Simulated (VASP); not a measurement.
# Ta3NbAl16 (P1) in VASP: relaxation of cell and atoms with PBE

Aim: the relaxation of cell and atoms of Ta3NbAl16 with PBE.

Program: VASP 6.6.1. These are calculated values, not measurements. Logs are shortened: lines on timing, memory, paths and dates and some standing lists are left out, and cuts for length are marked.

### Step 1. The cell of the first run

The typed cell holds 20 atoms: a = 6.743 Å, b = 6.928 Å, c = 7.453 Å, α = 75.10°, β = 77.92°, γ = 84.50°.

### Step 2. Relaxation of cell and atoms, PBE

The input, INCAR:

```
SYSTEM = Ta3NbAl16
PREC     = Accurate       ! precision mode
ENCUT    = 600            ! plane-wave cutoff, eV
EDIFF    = 1E-7           ! SCF threshold, eV
ISMEAR   = 0              ! smearing method
SIGMA    = 0.1            ! smearing width, eV
LREAL    = Auto         
LASPH    = .TRUE.         ! aspherical terms in the spheres
NELM     = 80             ! most SCF steps
ALGO     = Fast           ! electronic algorithm
ISIF     = 3              ! what is computed and relaxed
LWAVE    = .FALSE.        ! write WAVECAR
LCHARG   = .FALSE.        ! write CHGCAR
GGA      = PE             ! functional
IBRION   = 2              ! ionic algorithm
NSW      = 45             ! ionic steps
EDIFFG   = -0.04          ! ionic threshold
ISYM     = 0
```

The input, KPOINTS:

```
Automatic mesh
0
G
  3 3 3
  0 0 0
```

The input, POSCAR:

```
Ta3NbAl16
1.0
   -4.3948422494      4.8823774433     -1.5205110925
   -4.4276383877     -1.4738180711      5.1208449224
    1.4147038325      5.0702698208      5.2759411615
Al Nb Ta
16 1 3
Direct
    0.5034373612      0.5114249243      0.0523322054
    0.5980655798      0.0839971691      0.0518504493
    0.0987255190      0.5995751698      0.0521380797
    0.2220991664      0.2021821706      0.2419879799
    0.7998614026      0.2798859835      0.2595847421
    0.3014800263      0.7985623270      0.2487391457
    0.4068725936      0.4111921086      0.4449356348
    0.4943642950      0.9875619696      0.4559701662
    0.9965427507      0.4818552871      0.4642085585
    0.0996569392      0.1034102335      0.6455696151
    0.9066653710      0.9030472485      0.4410415331
    0.5971084930      0.6052587829      0.6502815511
    0.1852782603      0.6855086764      0.6555775815
    0.3027176679      0.3045926953      0.8434637102
    0.8025474576      0.8118617446      0.8497357270
    0.3883342037      0.9046224436      0.8449282360
    0.7158454800      0.6816159482      0.2515547502
    0.0102547130      0.0186934086      0.0412252597
    0.6923198722      0.1957126525      0.6502541431
    0.8855574600      0.4066316074      0.8713247653
```

Potentials or basis: VASP PAW PBE potentials, release 64 (Al, Nb_sv, Ta_pv).

Started as:

```sh
cat potpaw_PBE.64/Al/POTCAR potpaw_PBE.64/Nb_sv/POTCAR potpaw_PBE.64/Ta_pv/POTCAR > POTCAR
mpirun -np 1 vasp_std > vasp.out
```

OUTCAR:

```text
SYSTEM = Ta3NbAl16
   PREC = Accurate
   ENCUT = 600
   EDIFF = 1E-7
   ISMEAR = 0
   LREAL = Auto
   LASPH = .TRUE.
   NELM = 80
   ISIF = 3
   GGA = PE
   IBRION = 2
   NSW = 45
   EDIFFG = -0.04
   ISYM = 0

 ion  position               nearest neighbor table
   1  0.503  0.511  0.052-   3 2.74  20 2.77   7 2.78  17 2.79  12 2.84   6 2.85   4 2.88  16 2.89
                             5 2.89  15 2.93  14 2.95   2 2.97
   2  0.598  0.084  0.052-  18 2.76   4 2.79  15 2.80  19 2.84   6 2.85  16 2.86   8 2.86  14 2.86
                             5 2.90  17 2.92  20 2.96   1 2.97
   3  0.099  0.600  0.052-   1 2.74  17 2.78  20 2.79  13 2.81  15 2.83   6 2.86   4 2.89  18 2.89
                             9 2.92  16 2.92  14 2.95   5 3.02
   4  0.222  0.202  0.242-   8 2.76   6 2.79   2 2.79  14 2.82   5 2.83  18 2.85   7 2.86  10 2.86
                             1 2.88   3 2.89   9 2.97  11 2.99
   5  0.800  0.280  0.260-  11 2.72  20 2.75  19 2.77  17 2.77  18 2.83   4 2.83   9 2.89   1 2.89
                             2 2.90   7 2.90   8 2.92   3 3.02
   6  0.301  0.799  0.249-   4 2.79   7 2.81   8 2.83  17 2.84  18 2.84   1 2.85   2 2.85  16 2.85
                             3 2.86  11 2.87  13 2.88   9 3.05
   7  0.407  0.411  0.445-   9 2.74   1 2.78  19 2.79   6 2.81  14 2.82  12 2.83  17 2.83   4 2.86
                            13 2.88   5 2.90   8 2.92  10 3.00
   8  0.494  0.988  0.456-  16 2.76   4 2.76  11 2.77  12 2.77   6 2.83   2 2.86  19 2.87  10 2.89
                             5 2.92   7 2.92  13 2.98  17 3.02
   9  0.997  0.482  0.464-  10 2.72   7 2.74  17 2.76  13 2.79  19 2.87   5 2.89  20 2.89  11 2.89
[... 9 lines left out ...]
  14  0.303  0.305  0.843-  16 2.77  13 2.78  20 2.81   4 2.82   7 2.82  18 2.83  19 2.85   2 2.86
                            10 2.87  12 2.90   3 2.95   1 2.95
  15  0.803  0.812  0.850-  20 2.78   2 2.80  19 2.81  16 2.81   3 2.83  17 2.85  13 2.86  18 2.89
                            10 2.89  11 2.89  12 2.92   1 2.93
  16  0.388  0.905  0.845-  10 2.75   8 2.76  14 2.77  15 2.81  18 2.81   6 2.85   2 2.86   1 2.89
                            19 2.90  13 2.91   3 2.92  12 2.92
  17  0.716  0.682  0.252-   9 2.76   5 2.77   3 2.78   1 2.79  12 2.83   7 2.83   6 2.84  15 2.85
                            11 2.87   2 2.92   8 3.02  18 3.09
  18  0.010  0.019  0.041-   2 2.76  20 2.79  10 2.80  16 2.81   5 2.83  14 2.83  11 2.83   6 2.84
                             4 2.85  15 2.89   3 2.89  17 3.09
  19  0.692  0.196  0.650-  10 2.75   5 2.77   7 2.79  15 2.81   2 2.84  12 2.85  14 2.85   8 2.87
                             9 2.87  16 2.90  11 2.96  20 3.01
  20  0.886  0.407  0.871-   5 2.75   1 2.77  15 2.78   3 2.79  18 2.79  14 2.81  12 2.84  13 2.86
                             9 2.89   2 2.96  19 3.01  10 3.09

IMPORTANT INFORMATION: All symmetrisations will be switched off!
NOSYMM: (Re-)initialisation of all symmetry stuff for point group C_1.

----------------------------------------------------------------------------------------

                                     Primitive cell

  volume of cell :     328.6679

  direct lattice vectors                    reciprocal lattice vectors
    -4.394842249  4.882377443 -1.520511093    -0.102656350  0.093116615 -0.061960136
    -4.427638388 -1.473818071  5.120844922    -0.101830881 -0.064003387  0.088813534
     1.414703833  5.070269821  5.275941161     0.069252105  0.088957828  0.085480216

  length of vectors
     6.742714726  6.928143627  7.452823500     0.151815970  0.149511891  0.141478679

  position of ions in fractional coordinates (direct lattice)
     0.503437361  0.511424924  0.052332205
     0.598065580  0.083997169  0.051850449
     0.098725519  0.599575170  0.052138080
     0.222099166  0.202182171  0.241987980
     0.799861403  0.279885984  0.259584742
     0.301480026  0.798562327  0.248739146
[... 12 lines left out ...]
     0.692319872  0.195712652  0.650254143
     0.885557460  0.406631607  0.871324765

  ion indices of the primitive-cell ions
   primitive index   ion index
                 1           1
                 2           2
                 3           3
                 4           4
                 5           5
                 6           6
[... 12 lines left out ...]
                19          19
                20          20

----------------------------------------------------------------------------------------

 KPOINTS: Automatic mesh

Automatic generation of k-mesh.
 Grid dimensions read from file:
 generate k-points for:    3    3    3

 Generating k-lattice:

  Cartesian coordinates                     Fractional coordinates (reciprocal lattice)
    -0.034218783  0.031038872 -0.020653379     0.333333333  0.000000000  0.000000000
    -0.033943627 -0.021334462  0.029604511    -0.000000000  0.333333333  0.000000000
     0.023084035  0.029652609  0.028493405     0.000000000  0.000000000  0.333333333

  Length of vectors
     0.050605323  0.049837297  0.047159560

  Shift w.r.t. Gamma in fractional coordinates (k-lattice)
     0.000000000  0.000000000  0.000000000

 Subroutine IBZKPT returns following result:
 ===========================================

 Found     14 irreducible k-points:

 Following reciprocal coordinates:
            Coordinates               Weight
  0.000000  0.000000  0.000000      1.000000
  0.333333 -0.000000  0.000000      2.000000
  0.000000  0.333333  0.000000      2.000000
  0.333333  0.333333  0.000000      2.000000
 -0.333333  0.333333 -0.000000      2.000000
  0.000000  0.000000  0.333333      2.000000
  0.333333 -0.000000  0.333333      2.000000
 -0.333333  0.000000  0.333333      2.000000
  0.000000  0.333333  0.333333      2.000000
  0.333333  0.333333  0.333333      2.000000
 -0.333333  0.333333  0.333333      2.000000
 -0.000000 -0.333333  0.333333      2.000000
  0.333333 -0.333333  0.333333      2.000000
 -0.333333 -0.333333  0.333333      2.000000
   k-points           NKPTS =     14   k-points in BZ     NKDIM =     14   number of bands    NBANDS=     58
   number of dos      NEDOS =    301   number of ions     NIONS =     20
   total plane-waves  NPLWV = 181440
   dimension x,y,z NGX =    54 NGY =   56 NGZ =   60
   dimension x,y,z NGXF=   108 NGYF=  112 NGZF=  120
   ions per type =              16   1   3
   NGX,Y,Z   is equivalent  to a cutoff of  13.31, 13.44, 13.38 a.u.
   NGXF,Y,Z  is equivalent  to a cutoff of  26.63, 26.88, 26.77 a.u.
 SYSTEM =  Ta3NbAl16
   PREC   = accura    normal or accurate (medium, high low for compatibility)
   ISTART =      0    job   : 0-new  1-cont  2-samecut
   ICHARG =      2    charge: 1-file 2-atom 10-const
   ISPIN  =      1    spin polarized calculation?
   LNONCOLLINEAR =      F non collinear calculations
   LSORBIT =      F    spin-orbit coupling
   LASPH  =      T    aspherical Exc in radial PAW
   ENCUT  =  600.0 eV  44.10 Ry    6.64 a.u.  13.47 13.84 14.89*2*pi/ulx,y,z
   NELM   =     80;   NELMIN=  2; NELMDL= -5     # of ELM steps
   EDIFF  = 0.1E-06   stopping-criterion for ELM
   LREAL  =      T    real-space projection
   EDIFFG = -.4E-01   stopping-criterion for IOM
   NSW    =     45    number of steps for IOM
   IBRION =      2    ionic relax: 0-MD 1-quasi-New 2-CG
   NFREE  =      1    steps in history (QN), initial steepest desc. (CG)
   ISIF   =      3    stress and relaxation
   ISYM   =      0    0-nonsym 1-usesym 2-fastsym
   POTIM  = 0.5000    time-step for ionic-motion
   TEBEG  =    0.0;   TEEND  =   0.0 temperature during run
   PSTRESS=    0.0 pullay stress
   NELECT =      94.0000    total number of electrons
   NUPDOWN=      -1.0000    fix difference up-down
   EMIN   =  10.00;   EMAX   =-10.00  energy-range for DOS
   EFERMI =   0.00;   METHOD = LEGACY
   ISMEAR =     0;   SIGMA  =   0.10  broadening in eV -4-tet -1-fermi 0-gaus
   EFERMI_NEDOS =   21; number of points for ismear=-14 and -15
   IALGO  =     68    algorithm
   IMIX   =      4    mixing-type and parameters
     AMIX     =   0.40;   BMIX     =  1.00
     AMIX_MAG =   1.60;   BMIX_MAG =  1.00
  volume/ion in A,a.u.               =      16.43       110.90
  Fermi-wavevector in a.u.,A,eV,Ry     =   1.078611  2.038280 15.829055  1.163403
  Thomas-Fermi vector in A             =   2.214555
   LORBIT       =      0    0 simple, 1 ext, 2 COOP (PROOUT), +10 PAW based schemes
   GGA     = PE    functional components
   LHFCALC =     F    Hartree Fock is set to
   AEXX    =    0.0000 exact exchange contribution
   IVDW    =     0    specifies the selected vdW correction
   LEPSILON=     F    determine dielectric tensor
   LRPA    =     F    only Hartree local field effects (RPA)
 conjugate gradient relaxation of ions
 non-spin polarized calculation
 RMM-DIIS sequential band-by-band and
 Gauss-broadening in eV      SIGMA  =   0.10
  energy-cutoff  :      600.00
  volume of cell :      328.67
 maximum number of plane-waves:     10997
 NGX is ok and might be reduce to    54
   NGX = 27   NGY = 27   NGZ = 29

--------------------------------------- Ionic step        1  -------------------------------------------

 number of electron      94.0000001 magnetization

 Free energy of the ion-electron system (eV)
  ---------------------------------------------------
  ext. energy  EPLUGINS =         0.00000000
  ---------------------------------------------------
  free energy    TOTEN  =      -108.03512813 eV

  energy without entropy =     -107.98774975  energy(sigma->0) =     -108.01143894

------------------------ aborting loop because EDIFF is reached ----------------------------------------

  FORCE on cell =-STRESS in cart. coord.  units (eV):
  Direction    XX          YY          ZZ          XY          YZ          ZX
  --------------------------------------------------------------------------------------
  -------------------------------------------------------------------------------------
  Total        1.1427098      0.1350307     -1.1827084      0.3446299     -0.3066193      0.6633013
  in kB        5.5704375      0.6582425     -5.7654208      1.6799884     -1.4946961      3.2334356
  external PRESSURE =       0.1544197 kB  Pullay stress =       0.0000000 kB
[... 143 lines left out ...]
  FREE ENERGIE OF THE ION-ELECTRON SYSTEM (eV)
  ---------------------------------------------------
  free  energy   TOTEN  =      -107.1347104663 eV

  energy  without entropy=     -107.0903774715  energy(sigma->0) =     -107.11254397

[... ionic steps 4 to 9 ...]

--------------------------------------- Ionic step       10  -------------------------------------------

 number of electron      94.0000002 magnetization

------------------------ aborting loop because EDIFF is reached ----------------------------------------
[... 103 lines left out ...]
--------------------------------------- Ionic step       12  -------------------------------------------

 number of electron      94.0000002 magnetization

 Free energy of the ion-electron system (eV)
  ---------------------------------------------------
  ext. energy  EPLUGINS =         0.00000000
  ---------------------------------------------------
  free energy    TOTEN  =      -108.12396525 eV

  energy without entropy =     -108.08632822  energy(sigma->0) =     -108.10514674

 E-fermi :   7.9922     XC(G=0): -10.7921

 val. band max:        7.9638427799   @ k =   0.0000   0.3333   0.0000
 cond. band min:       8.0010063768   @ k =   0.3333  -0.0000   0.0000
 fundamental gap:      0.0371635968
 Fermi energy:         7.9921759325

 k-point     1 :       0.0000    0.0000    0.0000
  band No.  band energies     occupation
      1     -46.5768      2.00000
      2     -26.4364      2.00000
      3     -26.3909      2.00000
      4     -26.3677      2.00000
      5     -26.2946      2.00000
      6     -26.2606      2.00000
[... 890 lines left out ...]
  FREE ENERGIE OF THE ION-ELECTRON SYSTEM (eV)
  ---------------------------------------------------
  free  energy   TOTEN  =      -108.1239652505 eV

  energy  without entropy=     -108.0863282217  energy(sigma->0) =     -108.10514674

 reached required accuracy - stopping structural energy minimisation
```

Wall time 55 min (1 thread of AMD EPYC 9R45 (Zen 5), shared host); peak memory 0.6 GiB.

What came out:

```yaml
Free_energy: -108.1240 eV
Relaxed_volume: 16.44 Å³/atom
Relaxed_cell: a = 6.803 Å, b = 6.886 Å, c = 7.399 Å, α = 76.25°, β = 78.11°, γ = 83.82°
Space_group_after_relaxing_to_0.1_Å: P1 (No. 1)
Energy_gained_by_relaxing: 4.4 meV/atom
Ionic_steps: 12
Pressure_after_relaxing: 0.1 GPa
Largest_force_after_relaxing: 0.031 eV/Å
Band_gap_on_the_k_mesh: zero (bands 47 and 48 overlap by 0.30 eV)
```

Forces on the atoms (eV/Å):
```
Al   0.015 -0.008  0.006
Al   0.004 -0.004  0.001
Al   0.002  0.001  0.007
Al  -0.010 -0.012 -0.004
Al  -0.006 -0.001  0.017
Al   0.007 -0.001  0.016
Al  -0.009 -0.010  0.009
Al   0.004  0.014  0.019
Al  -0.002  0.000 -0.004
Al  -0.006 -0.002 -0.029
Al   0.014 -0.010 -0.019
Al  -0.005 -0.018  0.013
Al   0.008  0.008  0.010
Al   0.003 -0.011  0.000
Al  -0.005 -0.003 -0.014
Al  -0.007  0.011 -0.003
Nb  -0.009  0.018 -0.015
Ta   0.002  0.006 -0.013
Ta   0.006  0.001 -0.020
Ta  -0.006  0.020  0.023
```

Step by step:
| step | energy change (eV) | largest force (eV/Å) | pressure (GPa) | volume (Å³) |
| --- | --- | --- | --- | --- |
| 1 | 0.0000 | 0.3697 | 0.02 | 328.67 |
| 2 | -0.0318 | 0.2630 | -0.02 | 328.74 |
| 3 | 0.9004 | 0.2781 | 0.25 | 328.86 |
| 4 | -0.0676 | 0.1307 | -0.56 | 330.60 |
| 5 | -0.0676 | 0.1307 | -0.56 | 330.60 |
| 6 | -0.0791 | 0.1116 | 0.10 | 328.71 |
| 7 | -0.0794 | 0.1359 | 0.22 | 328.39 |
| 8 | -0.0845 | 0.0735 | 0.09 | 328.71 |
| 9 | -0.0855 | 0.0673 | 0.01 | 328.93 |
| 10 | -0.0872 | 0.0468 | -0.02 | 329.07 |
| 11 | -0.0880 | 0.0510 | -0.07 | 329.27 |
| 12 | -0.0888 | 0.0315 | 0.09 | 328.83 |

Final structure:
```yaml
crystal:
  lattice:
    - [-4.46991, 4.89563, -1.52618]
    - [-4.46758, -1.48114, 5.02688]
    - [1.45428, 5.06553, 5.19336]
  atoms:
    - { symbol: Al, position: [0.50436, 0.50602, 0.04985] }
    - { symbol: Al, position: [0.60541, 0.08799, 0.05100] }
    - { symbol: Al, position: [0.09026, 0.59993, 0.05586] }
    - { symbol: Al, position: [0.22147, 0.20557, 0.24033] }
    - { symbol: Al, position: [0.80290, 0.28327, 0.25711] }
    - { symbol: Al, position: [0.29961, 0.79782, 0.24834] }
    - { symbol: Al, position: [0.40597, 0.41183, 0.44445] }
    - { symbol: Al, position: [0.49673, 0.99025, 0.45368] }
    - { symbol: Al, position: [0.99238, 0.48225, 0.46262] }
    - { symbol: Al, position: [0.10057, 0.09448, 0.64636] }
    - { symbol: Al, position: [0.90279, 0.90637, 0.43859] }
    - { symbol: Al, position: [0.60052, 0.61175, 0.65184] }
    - { symbol: Al, position: [0.18070, 0.68471, 0.65742] }
    - { symbol: Al, position: [0.30448, 0.29932, 0.84832] }
    - { symbol: Al, position: [0.80478, 0.81117, 0.85289] }
    - { symbol: Al, position: [0.39361, 0.90230, 0.84386] }
    - { symbol: Nb, position: [0.70215, 0.68344, 0.25581] }
    - { symbol: Ta, position: [0.01829, 0.01589, 0.04071] }
    - { symbol: Ta, position: [0.69339, 0.20141, 0.65140] }
    - { symbol: Ta, position: [0.88737, 0.40144, 0.86626] }
```

Caveat: spin-orbit coupling is left out, which moves the levels of the heavy elements.

The gap in the log of VASP goes by the Fermi energy; the results here count the filled bands.